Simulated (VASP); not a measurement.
# Al (Im-3m) in VASP: further runs

Al is run at these levels: LDA; tasks: single point.

All numbers are computed with VASP 6.6.1; they aren't measurements. Logs are shortened: lines on timing, memory, paths and dates and some standing lists are left out, and cuts for length are marked.

### 1 The cell of the first run

Symmetry: Im-3m, No. 229, cubic system. Conventional cell: a = 3.095 Å, b = 3.095 Å, c = 3.095 Å, α = 90.00°, β = 90.00°, γ = 90.00°. Al (site symmetry m-3m) has 14 Al at 2.68 to 3.10 Å within 3.5 Å.

### 2 Single point, LDA

Input file INCAR:

```
SYSTEM = Al
PREC = Accurate
ENCUT = 520
EDIFF = 1E-6
ISMEAR = -1
SIGMA = 0.05
LREAL = .FALSE.
LASPH = .TRUE.
NELM = 100
ALGO = Normal
ISIF = 2
LWAVE = .FALSE.
LCHARG = .FALSE.
GGA = CA
NBANDS = 8
```

Input file KPOINTS:

```
regular mesh
0
G
  13 13 13
  0 0 0
```

Input file POSCAR:

```
Al
1.0
   -1.5476015180      1.5476015180      1.5476015180
    1.5476015180     -1.5476015180      1.5476015180
    1.5476015180      1.5476015180     -1.5476015180
Al
1
Direct
    0.0000000000      0.0000000000      0.0000000000
```

Potentials or basis: VASP PAW LDA potentials, release 64 (Al).

On the command line:

```
cat potpaw_LDA.64/Al/POTCAR > POTCAR
mpirun -np 1 vasp_std > vasp.out
```

OUTCAR:

```text
SYSTEM = Al
   PREC = Accurate
   ENCUT = 520
   EDIFF = 1E-6
   ISMEAR = -1
   LREAL = .FALSE.
   LASPH = .TRUE.
   NELM = 100
   ISIF = 2
   GGA = CA

 ion  position               nearest neighbor table
   1  0.000  0.000  0.000-

  LATTYP: Found a body centered cubic cell.
 ALAT       =     3.0952030360

  Lattice vectors:

 A1 = (  -1.5476015180,   1.5476015180,   1.5476015180)
 A2 = (   1.5476015180,  -1.5476015180,   1.5476015180)
 A3 = (   1.5476015180,   1.5476015180,  -1.5476015180)

Analysis of symmetry for initial positions (statically):
=====================================================================
 Subroutine PRICEL returns:
 Original cell was already a primitive cell.

 Routine SETGRP: Setting up the symmetry group for a
 body centered cubic supercell.

 Subroutine GETGRP returns: Found 48 space group operations
 (whereof 48 operations were pure point group operations)
 out of a pool of 48 trial point group operations.

The static configuration has the point symmetry O_h .

Analysis of symmetry for dynamics (positions and initial velocities):
=====================================================================
 Subroutine PRICEL returns:
 Original cell was already a primitive cell.

 Routine SETGRP: Setting up the symmetry group for a
 body centered cubic supercell.

 Subroutine GETGRP returns: Found 48 space group operations
 (whereof 48 operations were pure point group operations)
 out of a pool of 48 trial point group operations.

The dynamic configuration has the point symmetry O_h .

 Subroutine INISYM returns: Found 48 space group operations
 (whereof 48 operations are pure point group operations),
 and found     1 'primitive' translations

----------------------------------------------------------------------------------------

                                     Primitive cell

  volume of cell :      14.8265

  direct lattice vectors                    reciprocal lattice vectors
    -1.547601518  1.547601518  1.547601518     0.000000000  0.323080583  0.323080583
     1.547601518 -1.547601518  1.547601518     0.323080583  0.000000000  0.323080583
     1.547601518  1.547601518 -1.547601518     0.323080583  0.323080583  0.000000000

  length of vectors
     2.680524459  2.680524459  2.680524459     0.456904942  0.456904942  0.456904942

  position of ions in fractional coordinates (direct lattice)
     0.000000000  0.000000000  0.000000000

  ion indices of the primitive-cell ions
   primitive index   ion index
                 1           1

----------------------------------------------------------------------------------------

 KPOINTS: regular mesh

Automatic generation of k-mesh.
 Grid dimensions read from file:
 generate k-points for:   13   13   13

 Generating k-lattice:

  Cartesian coordinates                     Fractional coordinates (reciprocal lattice)
     0.000000000  0.024852353  0.024852353     0.076923077  0.000000000  0.000000000
     0.024852353  0.000000000  0.024852353     0.000000000  0.076923077  0.000000000
     0.024852353  0.024852353  0.000000000     0.000000000  0.000000000  0.076923077

  Length of vectors
     0.035146534  0.035146534  0.035146534

  Shift w.r.t. Gamma in fractional coordinates (k-lattice)
     0.000000000  0.000000000  0.000000000

 Subroutine IBZKPT returns following result:
 ===========================================

 Found     84 irreducible k-points:

 Following reciprocal coordinates:
            Coordinates               Weight
  0.000000  0.000000  0.000000      1.000000
  0.076923  0.000000  0.000000     12.000000
  0.153846  0.000000  0.000000     12.000000
  0.230769  0.000000  0.000000     12.000000
  0.307692  0.000000  0.000000     12.000000
  0.384615  0.000000  0.000000     12.000000
[... 16 lines left out ...]
  0.153846  0.076923  0.076923     24.000000
  0.230769  0.076923  0.076923     24.000000
 [... further k-points ...]
   k-points           NKPTS =     84   k-points in BZ     NKDIM =     84   number of bands    NBANDS=      8
   number of dos      NEDOS =    301   number of ions     NIONS =      1
   total plane-waves  NPLWV =   8000
   dimension x,y,z NGX =    20 NGY =   20 NGZ =   20
   dimension x,y,z NGXF=    40 NGYF=   40 NGZF=   40
   ions per type =               1
   NGX,Y,Z   is equivalent  to a cutoff of  12.40, 12.40, 12.40 a.u.
   NGXF,Y,Z  is equivalent  to a cutoff of  24.81, 24.81, 24.81 a.u.
 SYSTEM =  Al
   PREC   = accura    normal or accurate (medium, high low for compatibility)
   ISTART =      0    job   : 0-new  1-cont  2-samecut
   ICHARG =      2    charge: 1-file 2-atom 10-const
   ISPIN  =      1    spin polarized calculation?
   LNONCOLLINEAR =      F non collinear calculations
   LSORBIT =      F    spin-orbit coupling
   LASPH  =      T    aspherical Exc in radial PAW
   ENCUT  =  520.0 eV  38.22 Ry    6.18 a.u.   4.98  4.98  4.98*2*pi/ulx,y,z
   NELM   =    100;   NELMIN=  2; NELMDL= -5     # of ELM steps
   EDIFF  = 0.1E-05   stopping-criterion for ELM
   LREAL  =      F    real-space projection
   EDIFFG = 0.1E-04   stopping-criterion for IOM
   NSW    =      0    number of steps for IOM
   IBRION =     -1    ionic relax: 0-MD 1-quasi-New 2-CG
   NFREE  =      0    steps in history (QN), initial steepest desc. (CG)
   ISIF   =      2    stress and relaxation
   ISYM   =      2    0-nonsym 1-usesym 2-fastsym
   POTIM  = 0.5000    time-step for ionic-motion
   TEBEG  =    0.0;   TEEND  =   0.0 temperature during run
   PSTRESS=    0.0 pullay stress
   NELECT =       3.0000    total number of electrons
   NUPDOWN=      -1.0000    fix difference up-down
   EMIN   =  10.00;   EMAX   =-10.00  energy-range for DOS
   EFERMI =   0.00;   METHOD = LEGACY
   ISMEAR =    -1;   SIGMA  =   0.05  broadening in eV -4-tet -1-fermi 0-gaus
   EFERMI_NEDOS =   21; number of points for ismear=-14 and -15
   IALGO  =     38    algorithm
   IMIX   =      4    mixing-type and parameters
     AMIX     =   0.40;   BMIX     =  1.00
     AMIX_MAG =   1.60;   BMIX_MAG =  1.00
  volume/ion in A,a.u.               =      14.83       100.05
  Fermi-wavevector in a.u.,A,eV,Ry     =   0.961102  1.816219 12.567931  0.923717
  Thomas-Fermi vector in A             =   2.090444
   LORBIT       =      0    0 simple, 1 ext, 2 COOP (PROOUT), +10 PAW based schemes
   GGA     = CA    functional components
   LHFCALC =     F    Hartree Fock is set to
   AEXX    =    0.0000 exact exchange contribution
   IVDW    =     0    specifies the selected vdW correction
   LEPSILON=     F    determine dielectric tensor
   LRPA    =     F    only Hartree local field effects (RPA)
 non-spin polarized calculation
  energy-cutoff  :      520.00
  volume of cell :       14.83
 maximum number of plane-waves:       414
   NGX =  9   NGY =  9   NGZ =  9

 number of electron       3.0000000 magnetization

 Free energy of the ion-electron system (eV)
  ---------------------------------------------------
  ext. energy  EPLUGINS =         0.00000000
  ---------------------------------------------------
  free energy    TOTEN  =        -4.06395765 eV

  energy without entropy =       -4.06139832  energy(sigma->0) =       -4.06267798

 E-fermi :   8.9864     XC(G=0): -10.7498

 val. band max:        8.8963896624   @ k =  -0.3846  -0.3846   0.0769
 cond. band min:       9.0105012497   @ k =  -0.3846   0.3846   0.1538
 fundamental gap:      0.1141115873
 Fermi energy:         8.9863560873

 k-point     1 :       0.0000    0.0000    0.0000
  band No.  band energies     occupation
      1      -2.9049      2.00000
      2      22.7984      0.00000
      3      22.7984      0.00000
      4      22.7984      0.00000
      5      25.0096      0.00000
      6      25.0096      0.00000
      7      25.0097      0.00000
      8      26.0812      0.00000

 k-point     2 :       0.0769    0.0000    0.0000
  band No.  band energies     occupation
      1      -2.7226      2.00000
      2      20.9288      0.00000
      3      21.8762      0.00000
      4      22.1048      0.00000
      5      24.0992      0.00000
      6      24.9242      0.00000
      7      25.5595      0.00000
      8      26.2315      0.00000

 k-point     3 :       0.1538    0.0000    0.0000
  band No.  band energies     occupation
      1      -2.1773      2.00000
      2      17.6403      0.00000
      3      20.5909      0.00000
      4      20.7937      0.00000
      5      22.7325      0.00000
      6      23.8652      0.00000
      7      26.3954      0.00000
      8      26.8076      0.00000

 k-point     4 :       0.2308    0.0000    0.0000
  band No.  band energies     occupation
      1      -1.2738      2.00000
      2      14.3150      0.00000
      3      19.5101      0.00000
      4      19.5420      0.00000
      5      21.5389      0.00000
      6      22.9331      0.00000
      7      27.4594      0.00000
      8      27.4908      0.00000

 k-point     5 :       0.3077    0.0000    0.0000
  band No.  band energies     occupation
      1      -0.0196      2.00000
      2      11.1980      0.00000
      3      18.5456      0.00000
      4      18.6925      0.00000
      5      20.6208      0.00000
      6      22.1431      0.00000
      7      28.4114      0.00000
      8      28.7966      0.00000
[... 177 lines left out ...]
 k-point    22 :       0.0769    0.0769    0.0769
  band No.  band energies     occupation
      1      -1.8152      2.00000
      2      17.7306      0.00000
      3      17.7306      0.00000
      4      18.5125      0.00000
      5      25.5783      0.00000
      6      25.5783      0.00000
      7      26.3381      0.00000
      8      26.3381      0.00000

 k-point    23 :       0.1538    0.0769    0.0769
  band No.  band energies     occupation
      1      -0.9142      2.00000
      2      14.5798      0.00000
      3      16.4240      0.00000
      4      17.2410      0.00000
      5      25.0403      0.00000
      6      25.4453      0.00000
      7      27.3925      0.00000
      8      27.5220      0.00000

 k-point    24 :       0.2308    0.0769    0.0769
  band No.  band energies     occupation
      1       0.3362      2.00000
      2      11.5031      0.00000
      3      15.4246      0.00000
      4      16.3398      0.00000
      5      24.2742      0.00000
      6      24.8452      0.00000
      7      28.5990      0.00000
      8      28.9086      0.00000

 [... further k-points ...]

------------------------ aborting loop because EDIFF is reached ----------------------------------------

  FORCE on cell =-STRESS in cart. coord.  units (eV):
  Direction    XX          YY          ZZ          XY          YZ          ZX
  --------------------------------------------------------------------------------------
  -------------------------------------------------------------------------------------
  Total        0.7452926      0.7452926      0.7452926      0.0000000      0.0000000     -0.0000000
  in kB       80.5378318     80.5378318     80.5378318      0.0000000      0.0000000     -0.0000000
  external PRESSURE =      80.5378318 kB  Pullay stress =       0.0000000 kB

 VOLUME and BASIS-vectors are now :
 -----------------------------------------------------------------------------
  energy-cutoff  :      520.00
  volume of cell :       14.83
      direct lattice vectors                 reciprocal lattice vectors
    -1.547601518  1.547601518  1.547601518     0.000000000  0.323080583  0.323080583
     1.547601518 -1.547601518  1.547601518     0.323080583  0.000000000  0.323080583
     1.547601518  1.547601518 -1.547601518     0.323080583  0.323080583  0.000000000

 POSITION                                       TOTAL-FORCE (eV/Angst)
 -----------------------------------------------------------------------------------
      0.00000      0.00000      0.00000        -0.000000     -0.000000      0.000000
 -----------------------------------------------------------------------------------
    total drift:                                0.000000      0.000000     -0.000000

  FREE ENERGIE OF THE ION-ELECTRON SYSTEM (eV)
  ---------------------------------------------------
  free  energy   TOTEN  =        -4.0639576499 eV

  energy  without entropy=       -4.0613983168  energy(sigma->0) =       -4.06267798
```

It took 9.6 s on 1 thread of Intel Xeon 8259CL, shared host; peak memory 0.11 GiB.

Results:

```yaml
Free_energy: -4.0640 eV
Pressure: 8.1 GPa
```

### 3 Single point, LDA

This run uses another cell than the first one, of 15.47 Å³/atom, 1.043 times its volume.

Input file INCAR:

```
PREC = Accurate
ENCUT = 520
EDIFF = 1E-6
ISMEAR = -1
SIGMA = 0.05
LREAL = False
LASPH = True
NELM = 80
ALGO = Normal
ISIF = 2
LWAVE = False
LCHARG = True
LELF = True
LVHAR = True
NBANDS = 8
```

Input file KPOINTS:

```
regular mesh
0
Gamma
  13 13 13
```

Input file POSCAR:

```
Al
1.0
   -1.5697130985      1.5697130985      1.5697130985
    1.5697130985     -1.5697130985      1.5697130985
    1.5697130985      1.5697130985     -1.5697130985
Al
1
Direct
    0.0000000000      0.0000000000      0.0000000000
```

Potentials or basis: VASP PAW LDA potentials, release 64 (Al).

On the command line:

```
cat potpaw_LDA.64/Al/POTCAR > POTCAR
mpirun -np 1 vasp_std > vasp.out
```

Run time: 11 s. Hardware: 1 thread of Intel Xeon 8259CL, shared host; peak memory 0.12 GiB.

Results (log left out):

```
Free energy : -4.0872 eV
Pressure    : 3.7 GPa
```

Levels at points of the mesh, in eV from the Fermi level:
| k point | band 1 | band 2 | band 3 | band 4 | band 5 |
| --- | --- | --- | --- | --- | --- |
| (0.00, 0.00, 0.00) | -11.58 | 13.56 | 13.56 | 13.56 | 15.36 |
